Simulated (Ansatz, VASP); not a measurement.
InSe: VASP beside Ansatz

File INCAR:

```
PREC     = Accurate       # precision mode
ENCUT    = 520            # plane-wave cutoff, eV
EDIFF    = 1E-6           # SCF threshold, eV
ISMEAR   = 0              # smearing method
SIGMA    = 0.05           # smearing width, eV
LREAL    = F              # projectors in reciprocal space
LASPH    = T              # aspherical terms in the spheres
NELM     = 100            # most SCF steps
ALGO     = Normal         # electronic algorithm
ISIF     = 2              # what is computed and relaxed
LWAVE    = F              # write WAVECAR
LCHARG   = T              # write CHGCAR
LDIPOL   = T            
IDIPOL   = 3            
DIPOL    = 0.5 0.5 0.413
GGA      = PE             # functional
IVDW     = 12             # dispersion correction
LELF     = T              # ELF
LVHAR    = T            
LVACPOTAV= T            
NBANDS   = 48             # bands
```

Contents of KPOINTS:

```
regular mesh
0
Gamma
  9 9 1
```

The input POSCAR:

```
InSe
1.0
    4.0266103653      0.0000000000      0.0000000000
   -2.0133051827      3.4871468675      0.0000000000
    0.0000000000      0.0000000000     28.2707107737
Se In
4 4
Direct
    0.0000000000      0.0000000000      0.1591753400
    0.0000000000      0.0000000000      0.3496677344
    0.4444444444      0.8888888889      0.4755931145
    0.4444444444      0.8888888889      0.6660855089
    0.6666666667      0.3333333333      0.2049979902
    0.6666666667      0.3333333333      0.3038451596
    1.1111111111      1.2222222222      0.5214157648
    1.1111111111      1.2222222222      0.6202629341
```

Input for Ansatz:

```yaml
crystal:
  lattice:
    - [4.0266103653, 0.0, 0.0]
    - [-2.0133051827, 3.4871468675, 0.0]
    - [0.0, 0.0, 28.2707107737]
  atoms:
    - { symbol: Se, position: [0.0, 0.0, 0.15917534] }
    - { symbol: In, position: [0.6666666667, 0.3333333333, 0.2049979902] }
    - { symbol: In, position: [0.6666666667, 0.3333333333, 0.3038451596] }
    - { symbol: Se, position: [0.0, 0.0, 0.3496677344] }
    - { symbol: Se, position: [0.4444444444, 0.8888888889, 0.4755931145] }
    - { symbol: In, position: [1.1111111111, 1.2222222222, 0.5214157648] }
    - { symbol: In, position: [1.1111111111, 1.2222222222, 0.6202629341] }
    - { symbol: Se, position: [0.4444444444, 0.8888888889, 0.6660855089] }
basis:
  ecutwfc: 420
kpoints:
  mp_grid: { grid: [9, 9, 1] }
hamiltonian:
  xc: pbe
  pseudopotentials: { kind: paw, azcp: { folder: soft_1 } }
  dispersion: d3bj
scf:
  occupations: { method: gaussian, width: 0.05 }
output:
  forces: true
  eigenvalues: true
efield:
  axis: 3
  dipole_correction: true
  ramp_width: 0.04
```

Alike in both runs: task single point; functional PBE; dispersion D3(BJ); k mesh 9 × 9 × 1; occupations gaussian, width 0.05 eV; no spin polarisation.

|  | VASP | Ansatz |
| --- | --- | --- |
| version | VASP 6.6.1 | Ansatz 0.2.0 |
| potentials or method | VASP PAW PBE potentials, release 64 (Se, In_d), cutoff 520 eV | scalar-relativistic, plane waves, PAW |
| valence electrons in the cell | 76 | 116 |

|  | VASP | Ansatz | Ansatz less VASP |
| --- | --- | --- | --- |
| gap on the k mesh at the Fermi level (eV) | 1.23 | 1.24 | +0.010 |
| least direct gap on the mesh (eV) | 1.27 | 1.28 | +0.009 |
| rms of the force components (eV/Å) | 0.023 | 0.020 | -0.0028 |

VASP's potentials hold 76 valence electrons a cell and Ansatz's 116, so a difference there can come from the potentials and not from the codes.
